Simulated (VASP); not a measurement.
KCl: single point with LDA

Crystal: KCl.

```
CELL_PARAMETERS angstrom
0.00000 3.09298 3.15610
3.09298 0.00000 3.15610
3.09298 3.09298 0.00000
ATOMIC_POSITIONS crystal
K 0.00000 0.00000 0.00000
Cl 0.50000 0.50000 0.50000
```

This cell differs from its parent crystal: equal xx and yy strain of -2 %.

```yaml
Program: VASP 6.6.1
Task: single point
Functional: LDA
Potentials_or_basis: VASP PAW LDA potentials, release 64 (K_sv, Cl)
Cutoff: 520 eV
k_mesh: 7 × 7 × 7
Occupations: fermi-dirac, width 0.03 eV
Spin: no spin polarisation
Dipole_correction: no
Further_INCAR_settings: ALGO = Normal; EDIFF = 1e-07; NBANDS = 15
```

The pressure is -1.4 GPa and the band gap on the k mesh is 4.84 eV, direct.

Stress tensor (GPa, compression positive):
```
-1.18  0.00  0.00
 0.00 -1.18  0.00
 0.00  0.00 -1.87
```

Levels at points of the mesh, in eV from the valence-band top:
```tsv
k point	band 6	band 7	band 8	band 9	band 10	band 11
(0.00, 0.00, 0.00)	-0.02	0.00	0.00	4.84	8.00	8.14
```

It took 79 s on 1 thread of AMD EPYC 7571 (shared host), peak memory 0.15 GiB.

Caveat: the cell differs from its parent crystal (equal xx and yy strain of -2 %).
